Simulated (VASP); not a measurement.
Input of a VASP 6.6.1 run:

The input INCAR:

```
SYSTEM = Pt
  PREC = Accurate
  ENCUT = 520
  EDIFF = 1E-6
  ISMEAR = 0
  SIGMA = 0.15
  LREAL = .FALSE.
  LASPH = .TRUE.
  NELM = 150
  ALGO = Normal
  ISIF = 2
  LWAVE = .FALSE.
  LCHARG = .TRUE.
  ISPIN = 2
  MAGMOM = 0.5 0.5
  LORBIT = 11
  NUPDOWN = 1.0
  LMAXMIX = 4
  LELF = .TRUE.
  LVHAR = .TRUE.
  NBANDS = 21
```

KPOINTS

```
Automatic mesh
0
G
  21 21 10
  0 0 0
```

The input POSCAR:

```
Pt
1.0
    2.7483013709      0.0000000000      0.0000000000
   -1.3741506854      2.3800988044      0.0000000000
    0.0000000000      0.0000000000      4.7455915265
Pt
2
Direct
    0.6666666667      0.3333333333      0.7500000000
    0.3333333333      0.6666666667      0.2500000000
```

Potentials or basis: VASP PAW LDA potentials, release 64 (Pt).

Run with:

```console
$ cat potpaw_LDA.64/Pt/POTCAR > POTCAR
$ mpirun -np 1 vasp_std > vasp.out
```

(1) What does it give for the pressure?

Answers

(1) -9.9 GPa.

Caveat: the cell stands under tension; the total moment is fixed, so each spin has its own Fermi level.
